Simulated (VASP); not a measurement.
CdAs2C, 8 atoms in the cell. Symmetry: I-42d, No. 122, tetragonal system. The conventional cell has a = 5.736 Å, b = 5.736 Å, c = 9.000 Å, α = 90.00°, β = 90.00°, γ = 90.00°. Within 3.5 Å of Cd (site symmetry -4) lie 4 As at 2.66 Å. Within 2.7 Å of As (site symmetry 2) lie 2 C at 2.05 Å and 2 Cd at 2.66 Å. Within 2.7 Å of C (site symmetry -4) lie 4 As at 2.05 Å. 

```yaml
Program: VASP 6.6.1
Task: single point
Functional: r2SCAN
Potentials_or_basis: VASP PAW PBE potentials, release 64 (Cd, As, C)
Cutoff: 520 eV
k_mesh: 6 × 6 × 6
Occupations: gaussian, width 0.01 eV
Spin: no spin polarisation
Dipole_correction: no
Further_INCAR_settings: ALGO = Normal; EDIFF = 1e-06; NBANDS = 36
```

Potentials or basis: VASP PAW PBE potentials, release 64 (Cd, As, C).

Command:

```sh
$ cat potpaw_PBE.64/Cd/POTCAR potpaw_PBE.64/As/POTCAR potpaw_PBE.64/C/POTCAR > POTCAR
$ cp INCAR.step1 INCAR
$ mpirun -np 1 vasp_std > vasp.out
$ cp INCAR.step2 INCAR
$ mpirun -np 1 vasp_std > vasp.out
```

Hardware: 1 thread of AMD EPYC 9R45 96-Core Processor (Zen 5), on a shared host.

Problem. Estimate the wall time of this run.

Solution. Wall time 9 min on 1 thread of AMD EPYC 9R45 96-Core Processor (Zen 5), with other jobs on the host, peak memory 0.42 GiB. Counts: k points 30.
